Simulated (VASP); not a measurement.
# Ba (Im-3m) in VASP: notebook, part 2 of 2

VASP 6.6.1. The steps go on from the part before.

### Step 4. Relaxation of cell and atoms, PBE, target pressure 30 GPa, at which the enthalpy is minimised

The input, INCAR:

```
  PREC = Accurate
  ENCUT = 500
  EDIFF = 1E-7
  ISMEAR = -1
  SIGMA = 0.1
  LREAL = False
  LASPH = True
  NELM = 120
  ALGO = Normal
  ISIF = 3
  LWAVE = False
  LCHARG = False
  GGA = PE
  IBRION = 2
  NSW = 80
  EDIFFG = -0.03
  PSTRESS = 300.0
  GGA_COMPAT = False
  NELMIN = 4
```

The input, KPOINTS:

```
regular mesh
0
Gamma
  12 12 12
```

The input, POSCAR:

```
Ba
1.0
   -2.5050000000      2.5050000000      2.5050000000
    2.5050000000     -2.5050000000      2.5050000000
    2.5050000000      2.5050000000     -2.5050000000
Ba
1
Direct
    0.0000000000      0.0000000000      0.0000000000
```

Potentials or basis: VASP PAW PBE potentials, release 64 (Ba_sv).

The run is started by

```console
> cat potpaw_PBE.64/Ba_sv/POTCAR > POTCAR
> mpirun -np 1 vasp_std > vasp.out
```

OUTCAR:

```text
PREC = Accurate
   ENCUT = 500
   EDIFF = 1E-7
   ISMEAR = -1
   LREAL = False
   LASPH = True
   NELM = 120
   ISIF = 3
   GGA = PE
   IBRION = 2
   NSW = 80
   EDIFFG = -0.03
   PSTRESS = 300.0
   NELMIN = 4

 ion  position               nearest neighbor table
   1  0.000  0.000  0.000-

  LATTYP: Found a body centered cubic cell.
 ALAT       =     5.0100000000

  Lattice vectors:

 A1 = (  -2.5050000000,   2.5050000000,   2.5050000000)
 A2 = (   2.5050000000,  -2.5050000000,   2.5050000000)
 A3 = (   2.5050000000,   2.5050000000,  -2.5050000000)

Analysis of symmetry for initial positions (statically):
=====================================================================
 Subroutine PRICEL returns:
 Original cell was already a primitive cell.

 Routine SETGRP: Setting up the symmetry group for a
 body centered cubic supercell.

 Subroutine GETGRP returns: Found 48 space group operations
 (whereof 48 operations were pure point group operations)
[... 138 lines left out ...]
   LORBIT       =      0    0 simple, 1 ext, 2 COOP (PROOUT), +10 PAW based schemes
   GGA     = PE    functional components
   LHFCALC =     F    Hartree Fock is set to
   AEXX    =    0.0000 exact exchange contribution
   IVDW    =     0    specifies the selected vdW correction
   LEPSILON=     F    determine dielectric tensor
   LRPA    =     F    only Hartree local field effects (RPA)
 conjugate gradient relaxation of ions
 non-spin polarized calculation
  energy-cutoff  :      500.00
  volume of cell :       62.88
 maximum number of plane-waves:      1638
   NGX = 15   NGY = 15   NGZ = 15

--------------------------------------- Ionic step        1  -------------------------------------------

 number of electron      10.0000000 magnetization

 number of electron       9.9999999 magnetization

 Free energy of the ion-electron system (eV)
  ---------------------------------------------------
  ext. energy  EPLUGINS =         0.00000000
  ---------------------------------------------------
  free energy    TOTEN  =        -1.92862404 eV

  energy without entropy =       -1.88453965  energy(sigma->0) =       -1.90658184

------------------------ aborting loop because EDIFF is reached ----------------------------------------

  FORCE on cell =-STRESS in cart. coord.  units (eV):
  Direction    XX          YY          ZZ          XY          YZ          ZX
  --------------------------------------------------------------------------------------
  -------------------------------------------------------------------------------------
  Total        0.0481674      0.0481674      0.0481674      0.0000000     -0.0000000     -0.0000000
  in kB        1.2273836      1.2273836      1.2273836      0.0000000     -0.0000000     -0.0000000
  external PRESSURE =    -298.7726164 kB  Pullay stress =     300.0000000 kB
[... 840 lines left out ...]
--------------------------------------- Ionic step        8  -------------------------------------------

 number of electron      10.0000000 magnetization

 Free energy of the ion-electron system (eV)
  ---------------------------------------------------
  ext. energy  EPLUGINS =         0.00000000
  ---------------------------------------------------
  free energy    TOTEN  =        -0.11191447 eV

  energy without entropy =       -0.06627803  energy(sigma->0) =       -0.08909625

 E-fermi :   6.2691     XC(G=0): -10.8710

 val. band max:        6.2665907796   @ k =   0.4167   0.0833   0.0833
 cond. band min:       6.2797795268   @ k =   0.5000   0.5000   0.2500
 fundamental gap:      0.0131887472
 Fermi energy:         6.2690625010
[... 320 lines left out ...]
  energy  without entropy=       -0.0662780257  energy(sigma->0) =       -0.08909625

  enthalpy is  TOTEN    =         4.7765840955 eV   P V=        4.8884985664

 reached required accuracy - stopping structural energy minimisation
```

Run time: 100 s. Hardware: 1 thread of Intel Xeon 6975P-C (Granite Rapids), shared host; peak memory 0.28 GiB.

Results:

```yaml
Free_energy: -0.1119 eV
Relaxed_volume: 26.11 Å³/atom
Relaxed_cell: a = 3.237 Å, b = 3.237 Å, c = 3.237 Å, α = 109.47°, β = 109.47°, γ = 109.47°
Space_group_after_relaxing_to_0.1_Å: Im-3m (No. 229)
Energy_change_on_relaxing_the_run_minimises_the_enthalpy: +1816.7 meV/atom
Ionic_steps: 8
Pressure_after_relaxing: 30.0 GPa
Band_gap_on_the_k_mesh: zero (bands 5 and 6 overlap by 5.79 eV)
```

Step by step:
```tsv
step	energy change (eV)	largest force (eV/Å)	pressure (GPa)	volume (Å³)
1	0.0000	0.0000	0.12	62.88
2	116.0018	0.0000	7986.33	5.15
3	0.0139	0.0000	0.89	58.32
4	0.0441	0.0000	1.71	54.54
5	1.7938	0.0000	29.65	26.23
6	1.8945	0.0000	31.52	25.70
7	1.7412	0.0000	28.60	26.52
8	1.8167	0.0000	29.99	26.11
```

Final structure:
```cif
data_structure
_symmetry_space_group_name_H-M 'P 1'
_symmetry_Int_Tables_number 1
_cell_length_a 3.2369
_cell_length_b 3.2369
_cell_length_c 3.2369
_cell_angle_alpha 109.471
_cell_angle_beta 109.471
_cell_angle_gamma 109.471
_cell_volume 26.11
loop_
_atom_site_label
_atom_site_type_symbol
_atom_site_fract_x
_atom_site_fract_y
_atom_site_fract_z
_atom_site_occupancy
Ba1 Ba 0.00000 0.00000 0.00000 1
```

Caveat: the cell is relaxed towards a set pressure, so the run minimises the enthalpy, not the energy; the volume moved by over 15 % at a fixed basis, so the end points are rough; spin-orbit coupling is left out, which moves the levels of the heavy elements.

### Step 5. The runs side by side

```csv
cell,gap on the mesh (eV),pressure (GPa)
relaxed to 10 GPa,none,9.9
relaxed to 20 GPa,none,20.0
relaxed to 30 GPa,none,30.0
```

Alike in all rows: task relaxation of cell and atoms; level PBE; potentials or basis VASP PAW PBE potentials, release 64 (Ba_sv); no spin polarisation; k mesh 12 × 12 × 12; cutoff (eV) 500; smearing fermi-dirac 0.1 eV.

Caveats: the cell is relaxed towards a set pressure, so the run minimises the enthalpy, not the energy; the volume moved by over 15 % at a fixed basis, so the end points are rough; spin-orbit coupling is left out, which moves the levels of the heavy elements.

Absolute energies hang on the potentials; compare differences alone.
